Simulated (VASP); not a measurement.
# BaO in VASP: single point with PBEsol

Aim: the single point of BaO with PBEsol.

Program: VASP 6.6.1. These are calculated values, not measurements. Logs are shortened: lines on timing, memory, paths and dates and some standing lists are left out, and cuts for length are marked.

### Step 1. The cell of the first run

The cell holds a slab with vacuum, 8 atoms: a = 3.882 Å, b = 3.882 Å, c = 26.095 Å, α = 90.00°, β = 90.00°, γ = 120.00°.

### Step 2. Single point, PBEsol

INCAR reads:

```
ALGO = Normal ; DIPOL = 0.5 0.5 0.500
EDIFF = 1E-6 ; ENCUT = 910
GGA = PS ; GGA_COMPAT = F
IDIPOL = 3 ; ISIF = 2
ISMEAR = 0 ; LASPH = T
LCHARG = T ; LDIPOL = T
LELF = T ; LREAL = F
LVACPOTAV = T ; LVHAR = T
LWAVE = F ; NBANDS = 42
NELM = 120 ; NELMDL = -8
PREC = Accurate ; SIGMA = 0.05
```

KPOINTS reads:

```
k-points
0
Gamma
  9 9 1
```

POSCAR reads:

```
BaO
1.0
    3.8822785428      0.0000000000      0.0000000000
   -1.9411392714      3.3621518426      0.0000000000
    0.0000000000      0.0000000000     26.0945350474
O Ba
4 4
Direct
    0.3333333333      0.6666666667      0.3086290190
    0.0000000000      0.0000000000      0.4146866664
    0.6666666667      0.3333333333      0.5403524091
    0.3333333333      0.6666666667      0.6678944843
    0.6666666667      0.3333333333      0.3297746803
    0.3333333333      0.6666666667      0.4526938543
    0.0000000000      0.0000000000      0.5792465650
    0.6666666667      0.3333333333      0.7067223216
```

Potentials or basis: VASP PAW PBE potentials, release 64 (O_h, Ba_sv).

On the command line:

```bash
$ cat potpaw_PBE.64/O_h/POTCAR potpaw_PBE.64/Ba_sv/POTCAR > POTCAR
$ mpirun -np 1 vasp_std > vasp.out
```

OUTCAR:

```text
EDIFF = 1E-6
   ENCUT = 910
   GGA = PS
   ISIF = 2
   ISMEAR = 0
   LASPH = T
   LREAL = F
   NELM = 120
   NELMDL = -8
   PREC = Accurate

 ion  position               nearest neighbor table
   1  0.333  0.667  0.309-   5 2.31   5 2.31   5 2.31
   2  0.000  0.000  0.415-   6 2.45   6 2.45   6 2.45
   3  0.667  0.333  0.540-   7 2.46   7 2.46   7 2.46
   4  0.333  0.667  0.668-   8 2.46   8 2.46   8 2.46
   5  0.667  0.333  0.330-   1 2.31   1 2.31   1 2.31   6 3.91   6 3.91   6 3.91
   6  0.333  0.667  0.453-   2 2.45   2 2.45   2 2.45   5 3.91   5 3.91   5 3.91   7 3.99   7 3.99
                             7 3.99
   7  0.000  0.000  0.579-   3 2.46   3 2.46   3 2.46   6 3.99   6 3.99   6 3.99   8 4.01   8 4.01
                             8 4.01
   8  0.667  0.333  0.707-   4 2.46   4 2.46   4 2.46   7 4.01   7 4.01   7 4.01

  LATTYP: Found a hexagonal cell.
 ALAT       =     3.8822785428
 C/A-ratio  =     6.7214484380

  Lattice vectors:

 A1 = (   3.8822785428,   0.0000000000,   0.0000000000)
 A2 = (  -1.9411392714,   3.3621518426,   0.0000000000)
 A3 = (   0.0000000000,   0.0000000000,  26.0945350474)

Analysis of symmetry for initial positions (statically):
=====================================================================
 Subroutine PRICEL returns:
 Original cell was already a primitive cell.

 Routine SETGRP: Setting up the symmetry group for a
 hexagonal supercell.

 Subroutine GETGRP returns: Found  6 space group operations
 (whereof  6 operations were pure point group operations)
 out of a pool of 24 trial point group operations.

The static configuration has the point symmetry C_3v.

Analysis of symmetry for dynamics (positions and initial velocities):
=====================================================================
 Subroutine PRICEL returns:
 Original cell was already a primitive cell.

 Routine SETGRP: Setting up the symmetry group for a
 hexagonal supercell.

 Subroutine GETGRP returns: Found  6 space group operations
 (whereof  6 operations were pure point group operations)
 out of a pool of 24 trial point group operations.

The dynamic configuration has the point symmetry C_3v.

 Subroutine INISYM returns: Found  6 space group operations
 (whereof  6 operations are pure point group operations),
 and found     1 'primitive' translations

----------------------------------------------------------------------------------------

                                     Primitive cell

  volume of cell :     340.6070

  direct lattice vectors                    reciprocal lattice vectors
     3.882278543  0.000000000  0.000000000     0.257580694  0.148714283  0.000000000
    -1.941139271  3.362151843  0.000000000     0.000000000  0.297428566  0.000000000
     0.000000000  0.000000000 26.094535047     0.000000000  0.000000000  0.038322200

  length of vectors
     3.882278543  3.882278543 26.094535047     0.297428566  0.297428566  0.038322200

  position of ions in fractional coordinates (direct lattice)
     0.333333333  0.666666667  0.308629019
     0.000000000  0.000000000  0.414686666
     0.666666667  0.333333333  0.540352409
     0.333333333  0.666666667  0.667894484
     0.666666667  0.333333333  0.329774680
     0.333333333  0.666666667  0.452693854
     0.000000000  0.000000000  0.579246565
     0.666666667  0.333333333  0.706722322

  ion indices of the primitive-cell ions
   primitive index   ion index
                 1           1
                 2           2
                 3           3
                 4           4
                 5           5
                 6           6
                 7           7
                 8           8

----------------------------------------------------------------------------------------

 KPOINTS: k-points

Automatic generation of k-mesh.
 Grid dimensions read from file:
 generate k-points for:    9    9    1

 Generating k-lattice:

  Cartesian coordinates                     Fractional coordinates (reciprocal lattice)
     0.028620077  0.016523809  0.000000000     0.111111111 -0.000000000  0.000000000
     0.000000000  0.033047618  0.000000000     0.000000000  0.111111111  0.000000000
     0.000000000  0.000000000  0.038322200     0.000000000  0.000000000  1.000000000

  Length of vectors
     0.033047618  0.033047618  0.038322200

  Shift w.r.t. Gamma in fractional coordinates (k-lattice)
     0.000000000  0.000000000  0.000000000

 Subroutine IBZKPT returns following result:
 ===========================================

 Found     12 irreducible k-points:

 Following reciprocal coordinates:
            Coordinates               Weight
  0.000000  0.000000  0.000000      1.000000
  0.111111 -0.000000  0.000000      6.000000
  0.222222 -0.000000  0.000000      6.000000
  0.333333 -0.000000  0.000000      6.000000
  0.444444 -0.000000  0.000000      6.000000
  0.111111  0.111111  0.000000      6.000000
  0.222222  0.111111  0.000000     12.000000
  0.333333  0.111111  0.000000     12.000000
  0.444444  0.111111  0.000000      6.000000
  0.222222  0.222222  0.000000      6.000000
  0.333333  0.222222  0.000000     12.000000
  0.333333  0.333333  0.000000      2.000000
   k-points           NKPTS =     12   k-points in BZ     NKDIM =     12   number of bands    NBANDS=     42
   number of dos      NEDOS =    301   number of ions     NIONS =      8
   total plane-waves  NPLWV = 432000
   dimension x,y,z NGX =    40 NGY =   40 NGZ =  270
   dimension x,y,z NGXF=    80 NGYF=   80 NGZF=  540
   ions per type =               4   4
   NGX,Y,Z   is equivalent  to a cutoff of  17.13, 17.13, 17.20 a.u.
   NGXF,Y,Z  is equivalent  to a cutoff of  34.26, 34.26, 34.40 a.u.
 SYSTEM =  unknown system
   PREC   = accura    normal or accurate (medium, high low for compatibility)
   ISTART =      0    job   : 0-new  1-cont  2-samecut
   ICHARG =      2    charge: 1-file 2-atom 10-const
   ISPIN  =      1    spin polarized calculation?
   LNONCOLLINEAR =      F non collinear calculations
   LSORBIT =      F    spin-orbit coupling
   LASPH  =      T    aspherical Exc in radial PAW
   ENCUT  =  910.0 eV  66.88 Ry    8.18 a.u.   9.55  9.55 64.18*2*pi/ulx,y,z
   NELM   =    120;   NELMIN=  2; NELMDL= -8     # of ELM steps
   EDIFF  = 0.1E-05   stopping-criterion for ELM
   LREAL  =      F    real-space projection
   EDIFFG = 0.1E-04   stopping-criterion for IOM
   NSW    =      0    number of steps for IOM
   IBRION =     -1    ionic relax: 0-MD 1-quasi-New 2-CG
   NFREE  =      0    steps in history (QN), initial steepest desc. (CG)
   ISIF   =      2    stress and relaxation
   ISYM   =      2    0-nonsym 1-usesym 2-fastsym
   POTIM  = 0.5000    time-step for ionic-motion
   TEBEG  =    0.0;   TEEND  =   0.0 temperature during run
   PSTRESS=    0.0 pullay stress
   NELECT =      64.0000    total number of electrons
   NUPDOWN=      -1.0000    fix difference up-down
   EMIN   =  10.00;   EMAX   =-10.00  energy-range for DOS
   EFERMI =   0.00;   METHOD = LEGACY
   ISMEAR =     0;   SIGMA  =   0.05  broadening in eV -4-tet -1-fermi 0-gaus
   EFERMI_NEDOS =   21; number of points for ismear=-14 and -15
   IALGO  =     38    algorithm
   IMIX   =      4    mixing-type and parameters
     AMIX     =   0.40;   BMIX     =  1.00
     AMIX_MAG =   1.60;   BMIX_MAG =  1.00
  volume/ion in A,a.u.               =      42.58       287.32
  Fermi-wavevector in a.u.,A,eV,Ry     =   0.937671  1.771940 11.962598  0.879226
  Thomas-Fermi vector in A             =   2.064805
   LORBIT       =      0    0 simple, 1 ext, 2 COOP (PROOUT), +10 PAW based schemes
   GGA     = PS    functional components
   LHFCALC =     F    Hartree Fock is set to
   AEXX    =    0.0000 exact exchange contribution
   IVDW    =     0    specifies the selected vdW correction
   LEPSILON=     F    determine dielectric tensor
   LRPA    =     F    only Hartree local field effects (RPA)
 non-spin polarized calculation
 Gauss-broadening in eV      SIGMA  =   0.05
  energy-cutoff  :      910.00
  volume of cell :      340.61
 maximum number of plane-waves:     21441
 NGX is ok and might be reduce to    40
   NGX = 19   NGY = 19   NGZ =129

 dipolmoment           0.000000      0.000000      0.139995 electrons x Angstroem

 number of electron      64.0000000 magnetization

 dipolmoment           0.000000      0.000000     -0.141792 electrons x Angstroem

 Free energy of the ion-electron system (eV)
  ---------------------------------------------------
  ext. energy  EPLUGINS =         0.00000000
  ---------------------------------------------------
  free energy    TOTEN  =       -46.39895323 eV

  energy without entropy =      -46.39493220  energy(sigma->0) =      -46.39694272

 E-fermi :  -0.5422     XC(G=0):  -5.4993

 val. band max:       -0.5429941990   @ k =   0.4444   0.1111   0.0000
 cond. band min:      -0.4164930614   @ k =   0.3333   0.2222   0.0000
 fundamental gap:      0.1265011377
 Fermi energy:        -0.5422368556

 k-point     1 :       0.0000    0.0000    0.0000
  band No.  band energies     occupation
      1     -29.1663      2.00000
      2     -27.8994      2.00000
      3     -26.7414      2.00000
      4     -25.7239      2.00000
      5     -18.7372      2.00000
      6     -17.5178      2.00000
[... 34 lines left out ...]
     41       3.9433      0.00000
     42       3.9747      0.00000

 k-point     2 :       0.1111   -0.0000    0.0000
  band No.  band energies     occupation
      1     -29.1408      2.00000
      2     -27.8738      2.00000
      3     -26.7151      2.00000
      4     -25.6876      2.00000
      5     -18.7921      2.00000
      6     -17.5753      2.00000
[... 439 lines left out ...]
     41       4.0833      0.00000
     42       4.6574      0.00000

 k-point    12 :       0.3333    0.3333    0.0000
  band No.  band energies     occupation
      1     -28.9104      2.00000
      2     -27.6415      2.00000
      3     -26.4758      2.00000
      4     -25.3457      2.00000
      5     -19.3242      2.00000
      6     -18.1078      2.00000
[... 34 lines left out ...]
     41       4.2169      0.00000
     42       4.9134      0.00000

------------------------ aborting loop because EDIFF is reached ----------------------------------------

  FORCE on cell =-STRESS in cart. coord.  units (eV):
  Direction    XX          YY          ZZ          XY          YZ          ZX
  --------------------------------------------------------------------------------------
  -------------------------------------------------------------------------------------
  Total       10.3539580     10.3539580      1.2168447      0.0000000      0.0000000     -0.0000000
  in kB       48.7038624     48.7038624      5.7239014      0.0000000      0.0000000     -0.0000000
  external PRESSURE =      34.3772088 kB  Pullay stress =       0.0000000 kB

 VOLUME and BASIS-vectors are now :
 -----------------------------------------------------------------------------
  energy-cutoff  :      910.00
  volume of cell :      340.61
      direct lattice vectors                 reciprocal lattice vectors
     3.882278543  0.000000000  0.000000000     0.257580694  0.148714283  0.000000000
    -1.941139271  3.362151843  0.000000000     0.000000000  0.297428566  0.000000000
     0.000000000  0.000000000 26.094535047     0.000000000  0.000000000  0.038322200

 POSITION                                       TOTAL-FORCE (eV/Angst)
 -----------------------------------------------------------------------------------
     -0.00000      2.24143      8.05353         0.000000     -0.000000     -0.293689
      0.00000      0.00000     10.82106         0.000000      0.000000     -0.267335
      1.94114      1.12072     14.10024        -0.000000      0.000000     -0.261758
     -0.00000      2.24143     17.42840        -0.000000     -0.000000     -0.274156
      1.94114      1.12072      8.60532        -0.000000      0.000000      0.228401
     -0.00000      2.24143     11.81284         0.000000     -0.000000      0.282664
      0.00000      0.00000     15.11517        -0.000000      0.000000      0.263569
      1.94114      1.12072     18.44159        -0.000000      0.000000      0.322305
 -----------------------------------------------------------------------------------
    total drift:                               -0.000000     -0.000000      0.000824

  FREE ENERGIE OF THE ION-ELECTRON SYSTEM (eV)
  ---------------------------------------------------
  free  energy   TOTEN  =       -46.3989532343 eV

  energy  without entropy=      -46.3949322048  energy(sigma->0) =      -46.39694272

 vacuum level on the upper side and lower side of the slab         2.711         4.690
```

Run time: 23 min. Hardware: 1 thread of Intel Xeon Platinum 8259CL at 2.50GHz (Skylake/Cascade Lake), shared host; peak memory 0.97 GiB.

Results:

```yaml
Free_energy: -46.3990 eV
Largest_force: 0.322 eV/Å
Band_gap_on_the_k_mesh: zero (bands 32 and 33 overlap by 0.96 eV)
```

Forces on the atoms (eV/Å):
```
O    0.000  0.000 -0.294
O    0.000  0.000 -0.267
O    0.000  0.000 -0.262
O    0.000  0.000 -0.274
Ba   0.000  0.000  0.228
Ba   0.000  0.000  0.283
Ba   0.000  0.000  0.264
Ba   0.000  0.000  0.322
```

Caveat: the cutoff is under 1.25 times the usual one of these potentials, so pressure, stress and relaxed cells hold a basis-set (Pulay) error; the PAW data sets were made with another functional, which shifts forces and pressure a little; spin-orbit coupling is left out, which moves the levels of the heavy elements.
